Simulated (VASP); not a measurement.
## CsPbI2Br: single point with PBE

CsPbI2Br:

```
Cs Pb I Br
1.0
     6.37530   -0.06375    0.00000
    -0.06375    6.37530    0.00000
     0.00000    0.00000    5.96222
Cs Pb I Br
1 1 2 1
Direct
  0.50000 0.50000 0.50000
  0.00000 0.00000 0.00000
  0.00000 0.50000 0.00000
  0.50000 0.00000 0.00000
  0.00000 0.00000 0.50000
```

This cell differs from its parent crystal: strain -0.0200 x Voigt [0, 0, 0, 0, 0, 1].

| Property | Result |
| --- | --- |
| Program | VASP 6.6.1 |
| Task | single point |
| Functional | PBE |
| Potentials or basis | VASP PAW PBE potentials, release 64 (Cs_sv, Pb_d, I, Br) |
| Cutoff | 520 eV |
| k mesh | 4 × 4 × 6 |
| Occupations | gaussian, width 0.05 eV |
| Spin | no spin polarisation |
| Dipole correction | no |
| Further INCAR settings | ALGO = Normal; EDIFF = 1e-07; NBANDS = 30 |

```
Pressure               : 0.3 GPa
Band gap on the k mesh : 1.45 eV, direct
```

Stress tensor (GPa, compression positive):
```
0.37 0.07 0.00
0.07 0.37 0.00
0.00 0.00 0.18
```

Levels at points of the mesh, in eV from the valence-band top:
| k point | band 20 | band 21 | band 22 | band 23 | band 24 | band 25 |
| --- | --- | --- | --- | --- | --- | --- |
| (0.00, 0.00, 0.00) | -1.32 | -1.30 | -1.23 | 3.14 | 4.02 | 4.43 |
| (0.50, 0.00, 0.00) | -1.47 | -1.37 | -0.94 | 2.25 | 4.41 | 4.97 |
| (0.50, 0.50, 0.00) | -1.42 | -0.88 | -0.50 | 1.89 | 1.92 | 4.77 |
| (0.00, 0.00, 0.50) | -1.42 | -1.30 | -1.18 | 2.55 | 4.87 | 4.88 |
| (0.50, 0.00, 0.50) | -1.64 | -1.04 | -0.50 | 1.88 | 2.14 | 4.82 |
| (0.50, 0.50, 0.50) | -1.01 | -0.86 | 0.00 | 1.45 | 1.49 | 1.64 |

It took 2.2 min on 1 thread of Intel(R) Xeon(R) Platinum 8488C (Sapphire Rapids), on a shared host, peak memory 0.47 GiB.

Caveat: the cell differs from its parent crystal (strain -0.0200 x Voigt [0, 0, 0, 0, 0, 1]); spin-orbit coupling is left out, which moves the levels of the heavy elements. A k mesh can miss the band edges.
